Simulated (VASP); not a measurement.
# TiH5 (P6/mmm) in VASP: a series of runs, part 3 of 3

VASP 6.6.1.

## (7) Relaxation of cell and atoms, PBE

INCAR reads:

```
PREC     = Accurate       # precision mode
ENCUT    = 600            # plane-wave cutoff, eV
EDIFF    = 1E-7           # SCF threshold, eV
ISMEAR   = 0              # smearing method
SIGMA    = 0.1            # smearing width, eV
LREAL    = False          # projectors in reciprocal space
LASPH    = True           # aspherical terms in the spheres
NELM     = 60             # most SCF steps
ALGO     = Normal         # electronic algorithm
ISIF     = 3              # what is computed and relaxed
LWAVE    = False          # write WAVECAR
LCHARG   = False          # write CHGCAR
GGA      = PE             # functional
IBRION   = 2              # ionic algorithm
NSW      = 100            # ionic steps
EDIFFG   = -0.01          # ionic threshold
```

KPOINTS reads:

```
regular mesh
0
Gamma
  12 12 10
```

POSCAR reads:

```
TiH5
1.0
    3.0117708331      0.0000000000      0.0000000000
   -1.5058854166      2.6082700519      0.0000000000
    0.0000000000      0.0000000000      3.8941918410
Ti H
1 5
Direct
    0.0000000000      0.0000000000      0.0000000000
    0.3333333333      0.6666666667      0.7665453696
    0.6666666667      0.3333333333      0.7665453696
    0.6666666667      0.3333333333      0.2334546304
    0.3333333333      0.6666666667      0.2334546304
    0.0000000000      0.0000000000      0.5000000000
```

Potentials or basis: VASP PAW PBE potentials, release 64 (Ti_sv, H).

Command:

```bash
$ cat potpaw_PBE.64/Ti_sv/POTCAR potpaw_PBE.64/H/POTCAR > POTCAR
$ mpirun -np 1 vasp_std > vasp.out
```

OUTCAR:

```text
PREC = Accurate
   ENCUT = 600
   EDIFF = 1E-7
   ISMEAR = 0
   LREAL = False
   LASPH = True
   NELM = 60
   ISIF = 3
   GGA = PE
   IBRION = 2
   NSW = 100
   EDIFFG = -0.01

 ion  position               nearest neighbor table
   1  0.000  0.000  0.000-
   2  0.333  0.667  0.767-
   3  0.667  0.333  0.767-
   4  0.667  0.333  0.233-
   5  0.333  0.667  0.233-
   6  0.000  0.000  0.500-

  LATTYP: Found a hexagonal cell.
 ALAT       =     3.0117708331
 C/A-ratio  =     1.2929907542

  Lattice vectors:

 A1 = (   3.0117708331,   0.0000000000,   0.0000000000)
 A2 = (  -1.5058854166,   2.6082700519,   0.0000000000)
 A3 = (   0.0000000000,   0.0000000000,   3.8941918410)

Analysis of symmetry for initial positions (statically):
=====================================================================
 Subroutine PRICEL returns:
 Original cell was already a primitive cell.

 Routine SETGRP: Setting up the symmetry group for a
 hexagonal supercell.

[... 182 lines left out ...]
  -------------------------------------------------------------------------------------
  Total       -0.0952090     -0.0952090      0.2176150      0.0000000     -0.0000000      0.0000000
  in kB       -4.9865092     -4.9865092     11.3974449      0.0000000     -0.0000000      0.0000000
  external PRESSURE =       0.4748088 kB  Pullay stress =       0.0000000 kB
[... 67 lines left out ...]
--------------------------------------- Ionic step        3  -------------------------------------------

 number of electron      17.0000000 magnetization

 Free energy of the ion-electron system (eV)
  ---------------------------------------------------
  ext. energy  EPLUGINS =         0.00000000
  ---------------------------------------------------
  free energy    TOTEN  =       -24.53649030 eV

  energy without entropy =      -24.53214441  energy(sigma->0) =      -24.53431736

 E-fermi :   5.7482     XC(G=0): -11.3143

 val. band max:        5.6972927813   @ k =   0.4167   0.0833   0.5000
 cond. band min:       5.7652622027   @ k =   0.0833   0.0000   0.0000
 fundamental gap:      0.0679694214
 Fermi energy:         5.7482129351

 k-point     1 :       0.0000    0.0000    0.0000
  band No.  band energies     occupation
      1     -51.4217      2.00000
      2     -27.6089      2.00000
      3     -27.5356      2.00000
      4     -27.5356      2.00000
      5      -6.1607      2.00000
      6       1.1415      2.00000
      7       1.5673      2.00000
      8       5.6319      1.90000
      9       5.6319      1.90000
     10       7.5449      0.00000
     11       7.5449      0.00000
     12       7.7275      0.00000
[... 331 lines left out ...]
 k-point    24 :       0.3333    0.0000    0.1000
  band No.  band energies     occupation
      1     -51.3736      2.00000
      2     -27.8844      2.00000
      3     -27.6088      2.00000
      4     -27.5487      2.00000
      5      -3.6549      2.00000
      6       0.7276      2.00000
      7       1.0198      2.00000
      8       2.4745      2.00000
      9       7.0562      0.00000
     10       7.3865      0.00000
     11       7.4424      0.00000
     12       9.9681      0.00000

 [... further k-points ...]
[... 5 lines left out ...]
  --------------------------------------------------------------------------------------
  -------------------------------------------------------------------------------------
  Total        0.0106729      0.0106729      0.0135584     -0.0000000      0.0000000      0.0000000
  in kB        0.5586359      0.5586359      0.7096638     -0.0000000      0.0000000      0.0000000
  external PRESSURE =       0.6089785 kB  Pullay stress =       0.0000000 kB
[... 21 lines left out ...]
  FREE ENERGIE OF THE ION-ELECTRON SYSTEM (eV)
  ---------------------------------------------------
  free  energy   TOTEN  =       -24.5364903021 eV

  energy  without entropy=      -24.5321444127  energy(sigma->0) =      -24.53431736

 reached required accuracy - stopping structural energy minimisation
```

It took 33 s on 1 thread of Intel Xeon 6975P-C (Granite Rapids), shared host; peak memory 0.18 GiB.

What came out:

| Item | Value |
| --- | --- |
| Free energy | -24.5365 eV |
| Relaxed volume | 5.10 Å³/atom |
| Relaxed cell | a = 3.005 Å, b = 3.005 Å, c = 3.914 Å, α = 90.00°, β = 90.00°, γ = 120.00° |
| Space group after relaxing (to 0.05 Å) | P6/mmm (No. 191) |
| Energy gained by relaxing | 0.1 meV/atom |
| Ionic steps | 3 |
| Pressure after relaxing | 0.1 GPa |

Step by step:
```csv
step,energy change (eV),largest force (eV/Å),pressure (GPa),volume (Å³)
1,0.0000,0.0047,0.05,30.59
2,-0.0004,0.0029,0.04,30.60
3,-0.0008,0.0007,0.06,30.61
```

Final structure:
```
Ti H
1.0
     3.00493    0.00000    0.00000
    -1.50247    2.60235    0.00000
     0.00000    0.00000    3.91441
Ti H
1 5
Direct
  0.00000 0.00000 0.00000
  0.33333 0.66667 0.76637
  0.66667 0.33333 0.76637
  0.66667 0.33333 0.23363
  0.33333 0.66667 0.23363
  0.00000 0.00000 0.50000
```

## (8) Summary

| task | spin | cell | k mesh | cutoff (eV) | gap on the mesh (eV) | pressure (GPa) | relaxed volume (Å³/atom) | largest force (eV/Å) |
| --- | --- | --- | --- | --- | --- | --- | --- | --- |
| single point | off | a = 3.012, b = 3.012, c = 3.894 Å, angles 90.0, 90.0, 120.0°, 6 atoms | 6 × 6 × 4 | 520 | none | -0.4 | - | - |
| single point | off | a = 3.595, b = 3.595, c = 4.447 Å, angles 90.0, 90.0, 120.0°, 6 atoms | 6 × 6 × 4 | 520 | none | -26.2 | - | 0.05 |
| single point | collinear, ferromagnetic start | a = 3.012, b = 3.012, c = 3.894 Å, angles 90.0, 90.0, 120.0°, 6 atoms | 6 × 6 × 4 | 520 | none | -0.4 | - | - |
| relaxation of cell and atoms | off | relaxed from a = 3.595, b = 3.595, c = 4.447 Å, angles 90.0, 90.0, 120.0°, 6 atoms | 6 × 6 × 4 | 600 | none | -0.2 | 5.09 | 0.02 |
| single point | off | a = 3.006, b = 3.006, c = 3.915 Å, angles 90.0, 90.0, 120.0°, 6 atoms | 12 × 12 × 10 | 520 | none | -0.2 | - | - |
| relaxation of cell and atoms | off | relaxed from a = 3.012, b = 3.012, c = 3.894 Å, angles 90.0, 90.0, 120.0°, 6 atoms | 12 × 12 × 10 | 600 | none | 0.1 | 5.10 | - |

Alike in all rows: level PBE; potentials or basis VASP PAW PBE potentials, release 64 (Ti_sv, H); smearing gaussian 0.1 eV.

Caveats: some runs use coarse meshes; the volume moved by over 15 % at a fixed basis, so the end points are rough (some runs).

Total energies depend on the potentials used, so only differences within one code and one set of settings carry meaning.
